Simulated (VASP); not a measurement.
# AgBr (Fm-3m) in VASP: further runs

AgBr is run at these levels: r2SCAN; tasks: phonons.

Program: VASP 6.6.1. These are calculated values, not measurements. Logs are shortened: lines on timing, memory, paths and dates and some standing lists are left out, and cuts for length are marked.

**1. The cell of the first run**

Symmetry: Fm-3m, No. 225, cubic system. Conventional cell: a = 5.504 Å, b = 5.504 Å, c = 5.504 Å, α = 90.00°, β = 90.00°, γ = 90.00°. Ag (site symmetry m-3m) has 6 Br at 2.75 Å within 3.6 Å. Br (site symmetry m-3m) has 6 Ag at 2.75 Å within 3.6 Å.

**2. Phonons, r2SCAN**

File INCAR:

```
SYSTEM = AgBr
PREC = Accurate
ENCUT = 550
EDIFF = 1E-8
ISMEAR = 0
SIGMA = 0.01
LREAL = .FALSE.
LASPH = .TRUE.
NELM = 120
ALGO = Normal
ISIF = 2
LWAVE = .FALSE.
LCHARG = .FALSE.
METAGGA = R2SCAN
LMIXTAU = .TRUE.
IBRION = 6
NFREE = 2
POTIM = 0.015
NSW = 1
GGA_COMPAT = .FALSE.
```

File KPOINTS:

```
regular mesh
0
G
  8 8 8
  0 0 0
```

File POSCAR:

```
AgBr
1.0
    2.7522127179      2.7522127179      0.0000000000
   -2.7522127179      2.7522127179      0.0000000000
    0.0000000000      2.7522127179      2.7522127179
Ag Br
1 1
Direct
    0.0000000000      0.0000000000      0.0000000000
    0.5000000000      0.5000000000      0.0000000000
```

Potentials or basis: VASP PAW PBE potentials, release 64 (Ag, Br).

The run is started by

```sh
> cat potpaw_PBE.64/Ag/POTCAR potpaw_PBE.64/Br/POTCAR > POTCAR
> mpirun -np 1 vasp_std > vasp.out
```

OUTCAR:

```text
SYSTEM = AgBr
   PREC = Accurate
   ENCUT = 550
   EDIFF = 1E-8
   ISMEAR = 0
   LREAL = .FALSE.
   LASPH = .TRUE.
   NELM = 120
   ISIF = 2
   METAGGA = R2SCAN
   IBRION = 6
   NFREE = 2
   POTIM = 0.015
   NSW = 1

 ion  position               nearest neighbor table
   1  0.000  0.000  0.000-   2 2.75   2 2.75   2 2.75   2 2.75   2 2.75   2 2.75
   2  0.500  0.500  0.000-   1 2.75   1 2.75   1 2.75   1 2.75   1 2.75   1 2.75

  LATTYP: Found a face centered cubic cell.
 ALAT       =     5.5044254358

  Lattice vectors:

 A1 = (   0.0000000000,   2.7522127179,   2.7522127179)
 A2 = (   2.7522127179,   0.0000000000,   2.7522127179)
 A3 = (   2.7522127179,   2.7522127179,   0.0000000000)

Analysis of symmetry for initial positions (statically):
=====================================================================
 Subroutine PRICEL returns:
 Original cell was already a primitive cell.

 Routine SETGRP: Setting up the symmetry group for a
 face centered cubic supercell.

 Subroutine GETGRP returns: Found 48 space group operations
 (whereof 48 operations were pure point group operations)
 out of a pool of 48 trial point group operations.

The static configuration has the point symmetry O_h .

Analysis of symmetry for dynamics (positions and initial velocities):
=====================================================================
 Subroutine PRICEL returns:
 Original cell was already a primitive cell.

 Routine SETGRP: Setting up the symmetry group for a
 face centered cubic supercell.

 Subroutine GETGRP returns: Found 48 space group operations
 (whereof 48 operations were pure point group operations)
 out of a pool of 48 trial point group operations.

The dynamic configuration has the point symmetry O_h .

 Subroutine INISYM returns: Found 48 space group operations
 (whereof 48 operations are pure point group operations),
 and found     1 'primitive' translations

----------------------------------------------------------------------------------------

                                     Primitive cell

  volume of cell :      41.6942

  direct lattice vectors                    reciprocal lattice vectors
     2.752212718  2.752212718  0.000000000     0.181672004  0.181672004 -0.181672004
[... 281 lines left out ...]

 Free energy of the ion-electron system (eV)
  ---------------------------------------------------
  ext. energy  EPLUGINS =         0.00000000
  ---------------------------------------------------
  free energy    TOTEN  =       -35.33408147 eV

  energy without entropy =      -35.33408147  energy(sigma->0) =      -35.33408147

 E-fermi :   5.0730     XC(G=0): -11.0697

 val. band max:        5.0052106434   @ k =   0.5000   0.0000   0.0000
 cond. band min:       6.3013667633   @ k =   0.0000   0.0000   0.0000
 fundamental gap:      1.2961561199
 Fermi energy:         5.0730238241

 k-point     1 :       0.0000    0.0000    0.0000
  band No.  band energies     occupation
      1     -11.5370      2.00000
      2       1.5907      2.00000
      3       1.5907      2.00000
      4       1.5926      2.00000
      5       1.5927      2.00000
      6       1.5981      2.00000
      7       2.4666      2.00000
      8       2.4666      2.00000
      9       2.4700      2.00000
     10       6.3014      0.00000
     11      15.3798      0.00000
     12      15.3806      0.00000
     13      15.3806      0.00000
[... 354 lines left out ...]
  band No.  band energies     occupation
      1     -10.8438      2.00000
      2      -0.9962      2.00000
      3      -0.1000      2.00000
      4      -0.0404      2.00000
      5       1.9484      2.00000
      6       2.0137      2.00000
      7       2.3626      2.00000
      8       3.5669      2.00000
      9       4.2210      2.00000
     10      10.1654      0.00000
     11      10.5847      0.00000
     12      13.4606      0.00000
     13      13.6709      0.00000

 [... further k-points ...]

------------------------ aborting loop because EDIFF is reached ----------------------------------------

  FORCE on cell =-STRESS in cart. coord.  units (eV):
  Direction    XX          YY          ZZ          XY          YZ          ZX
  --------------------------------------------------------------------------------------
  -------------------------------------------------------------------------------------
  Total        2.6058682      2.6003615      2.6003615      0.0000000      0.0000000      0.0000000
  in kB      100.1352620     99.9236580     99.9236580      0.0000000      0.0000000      0.0000000
  external PRESSURE =      99.9941927 kB  Pullay stress =       0.0000000 kB
[... 17 lines left out ...]
  FREE ENERGIE OF THE ION-ELECTRON SYSTEM (eV)
  ---------------------------------------------------
  free  energy   TOTEN  =       -35.3340814702 eV

  energy  without entropy=      -35.3340814702  energy(sigma->0) =      -35.33408147

 INTERNAL STRAIN TENSORS FROM DISPLACED ATOMS
 ============================================

 INTERNAL STRAIN TENSOR FOR ION    1 for displacements in x,y,z  (eV/Angst):
          X           Y           Z          XY          YZ          ZX
  --------------------------------------------------------------------------------
  x     0.00000     0.00000     0.00000     0.00000     0.00000     0.00000
  y     0.00000     0.00000     0.00000     0.00000     0.00000     0.00000
  z     0.00000     0.00000     0.00000     0.00000     0.00000     0.00000

 INTERNAL STRAIN TENSOR FOR ION    2 for displacements in x,y,z  (eV/Angst):
          X           Y           Z          XY          YZ          ZX
  --------------------------------------------------------------------------------
  x     0.00000     0.00000     0.00000     0.00000     0.00000     0.00000
  y     0.00000     0.00000     0.00000     0.00000     0.00000     0.00000
  z     0.00000     0.00000     0.00000     0.00000     0.00000     0.00000

 Eigenvectors and eigenvalues of the dynamical matrix
 ----------------------------------------------------

   1 f  =    3.954226 THz    24.845136 2PiTHz  131.898788 cm-1    16.353358 meV
             X         Y         Z           dx          dy          dz
      0.000000  0.000000  0.000000    -0.000000   -0.652796    0.000000
      0.000000  2.752213  0.000000     0.000000    0.757534    0.000000
[... 21 lines left out ...]
   6 f/i=    0.002419 THz     0.015196 2PiTHz    0.080674 cm-1     0.010002 meV
             X         Y         Z           dx          dy          dz
      0.000000  0.000000  0.000000     0.141676   -0.501534    0.549772
      0.000000  2.752213  0.000000     0.122088   -0.432191    0.473759

 ELASTIC MODULI CONTR FROM IONIC RELAXATION (kBar)
 Direction    XX          YY          ZZ          XY          YZ          ZX
 --------------------------------------------------------------------------------
 XX           0.0000      0.0000      0.0000      0.0000      0.0000      0.0000
 YY           0.0000      0.0000      0.0000      0.0000      0.0000      0.0000
 ZZ           0.0000      0.0000      0.0000      0.0000      0.0000      0.0000
 XY           0.0000      0.0000      0.0000      0.0000      0.0000      0.0000
 YZ           0.0000      0.0000      0.0000      0.0000      0.0000      0.0000
 ZX           0.0000      0.0000      0.0000      0.0000      0.0000      0.0000
 --------------------------------------------------------------------------------
```

OSZICAR:

```text
N       E                     dE             d eps       ncg     rms          rms(c)
DAV:   1     0.761355202253E+02    0.76136E+02   -0.91609E+03   770   0.134E+03
DAV:   2    -0.359195269210E+02   -0.11206E+03   -0.10678E+03   922   0.272E+02
DAV:   3    -0.399944450709E+02   -0.40749E+01   -0.40619E+01   879   0.546E+01
[... 65 lines left out ...]
DAV:   6    -0.353340803807E+02    0.10156E-05   -0.25642E-06  1644   0.159E-02    0.261E-03
DAV:   7    -0.353340812282E+02   -0.84751E-06   -0.51631E-07  1624   0.799E-03    0.731E-04
DAV:   8    -0.353340814063E+02   -0.17806E-06   -0.14164E-07  1574   0.446E-03    0.587E-04
DAV:   9    -0.353340814683E+02   -0.62000E-07   -0.25563E-08  1599   0.160E-03    0.499E-04
DAV:  10    -0.353340814702E+02   -0.18829E-08   -0.29049E-08  1524   0.243E-03
   5 F= -.35334081E+02 E0= -.35334081E+02  d E =-.906486E-24
```

Run time: 4.4 min. Hardware: 1 thread of Intel Xeon 6975P-C (Granite Rapids), shared host; peak memory 0.22 GiB.

What came out:

```yaml
Highest_phonon_frequency_at_Γ_LO-TO_splitting_left_out: 132 cm⁻¹
```

Phonon frequencies in cm⁻¹ (negative: imaginary):
```tsv
q point	frequencies
(0.000, 0.000, 0.000)	0 0 0 132 132 132
```

Caveat: the cell stands under pressure or tension, which shifts response properties; the PAW data sets were made with another functional, which shifts forces and pressure a little.

**3. Phonons, r2SCAN**

This run uses another cell than the first one, of 21.58 Å³/atom.

File INCAR:

```
SYSTEM = AgBr
ALGO = Normal ; EDIFF = 1E-8
ENCUT = 550 ; GGA_COMPAT = .False.
IBRION = 6 ; ISIF = 2
ISMEAR = 0 ; LASPH = .True.
LCHARG = .False. ; LMIXTAU = .True.
LREAL = .False. ; LWAVE = .False.
METAGGA = R2SCAN ; NBANDS = 16
NELM = 120 ; NFREE = 2
NSW = 1 ; POTIM = 0.015
PREC = Accurate ; SIGMA = 0.01
```

File KPOINTS:

```
k-points
0
Gamma
  8 8 8
  0 0 0
```

File POSCAR:

```
AgBr
1.0
    2.7843025787      2.7843025787      0.0000000000
   -2.7843025787      2.7843025787      0.0000000000
    0.0000000000      2.7843025787      2.7843025787
Ag Br
1 1
Direct
    0.0000000000      0.0000000000      0.0000000000
    0.5000000000      0.5000000000      0.0000000000
```

Potentials or basis: VASP PAW PBE potentials, release 64 (Ag, Br).

The run is started by

```sh
> cat potpaw_PBE.64/Ag/POTCAR potpaw_PBE.64/Br/POTCAR > POTCAR
> mpirun -np 1 vasp_std > vasp.out
```

OUTCAR:

```text
SYSTEM = AgBr
   EDIFF = 1E-8
   ENCUT = 550
   IBRION = 6
   ISIF = 2
   ISMEAR = 0
   LASPH = .True.
   LREAL = .False.
   METAGGA = R2SCAN
   NELM = 120
   NFREE = 2
   NSW = 1
   POTIM = 0.015
   PREC = Accurate

 ion  position               nearest neighbor table
   1  0.000  0.000  0.000-   2 2.78   2 2.78   2 2.78   2 2.78   2 2.78   2 2.78
   2  0.500  0.500  0.000-   1 2.78   1 2.78   1 2.78   1 2.78   1 2.78   1 2.78

  LATTYP: Found a face centered cubic cell.
 ALAT       =     5.5686051574

  Lattice vectors:

 A1 = (   0.0000000000,   2.7843025787,   2.7843025787)
 A2 = (   2.7843025787,   0.0000000000,   2.7843025787)
 A3 = (   2.7843025787,   2.7843025787,   0.0000000000)
[... 800 lines left out ...]
  -------------------------------------------------------------------------------------
  Total        1.8843993      1.8796574      1.8796574      0.0000000      0.0000000      0.0000000
  in kB       69.9365554     69.7605667     69.7605667      0.0000000      0.0000000      0.0000000
  external PRESSURE =      69.8192296 kB  Pullay stress =       0.0000000 kB
[... 17 lines left out ...]
  FREE ENERGIE OF THE ION-ELECTRON SYSTEM (eV)
  ---------------------------------------------------
  free  energy   TOTEN  =       -35.4123142594 eV

  energy  without entropy=      -35.4123142594  energy(sigma->0) =      -35.41231426

 INTERNAL STRAIN TENSORS FROM DISPLACED ATOMS
 ============================================

 INTERNAL STRAIN TENSOR FOR ION    1 for displacements in x,y,z  (eV/Angst):
          X           Y           Z          XY          YZ          ZX
  --------------------------------------------------------------------------------
  x     0.00000     0.00000     0.00000     0.00000     0.00000     0.00000
  y     0.00000     0.00000     0.00000     0.00000     0.00000     0.00000
  z     0.00000     0.00000     0.00000     0.00000     0.00000     0.00000

 INTERNAL STRAIN TENSOR FOR ION    2 for displacements in x,y,z  (eV/Angst):
          X           Y           Z          XY          YZ          ZX
  --------------------------------------------------------------------------------
  x     0.00000     0.00000     0.00000     0.00000     0.00000     0.00000
  y     0.00000     0.00000     0.00000     0.00000     0.00000     0.00000
  z     0.00000     0.00000     0.00000     0.00000     0.00000     0.00000

 Eigenvectors and eigenvalues of the dynamical matrix
 ----------------------------------------------------

   1 f  =    3.608470 THz    22.672684 2PiTHz  120.365597 cm-1    14.923425 meV
             X         Y         Z           dx          dy          dz
      0.000000  0.000000  0.000000     0.652322    0.000000   -0.000000
      0.000000  2.784303  0.000000    -0.757942   -0.000000    0.000000
[... 21 lines left out ...]
   6 f/i=    0.000048 THz     0.000299 2PiTHz    0.001587 cm-1     0.000197 meV
             X         Y         Z           dx          dy          dz
      0.000000  0.000000  0.000000     0.000000   -0.000000    0.757942
      0.000000  2.784303  0.000000    -0.000000    0.000000    0.652322

 ELASTIC MODULI CONTR FROM IONIC RELAXATION (kBar)
 Direction    XX          YY          ZZ          XY          YZ          ZX
 --------------------------------------------------------------------------------
 XX           0.0000      0.0000      0.0000      0.0000      0.0000      0.0000
 YY           0.0000      0.0000      0.0000      0.0000      0.0000      0.0000
 ZZ           0.0000      0.0000      0.0000      0.0000      0.0000      0.0000
 XY           0.0000      0.0000      0.0000      0.0000      0.0000      0.0000
 YZ           0.0000      0.0000      0.0000      0.0000      0.0000      0.0000
 ZX           0.0000      0.0000      0.0000      0.0000      0.0000      0.0000
 --------------------------------------------------------------------------------
```

Wall time 5.1 min (1 thread of Intel Xeon 6975P-C (Granite Rapids), shared host); peak memory 0.24 GiB.

What came out:

```
Highest phonon frequency at Γ, LO-TO splitting left out : 120 cm⁻¹
```

Phonon frequencies in cm⁻¹ (negative: imaginary):
```csv
q point,frequencies
"(0.000, 0.000, 0.000)",0 0 0 120 120 120
```

Caveat: the cell stands under pressure or tension, which shifts response properties; the PAW data sets were made with another functional, which shifts forces and pressure a little.

[end of part 1 of 3]
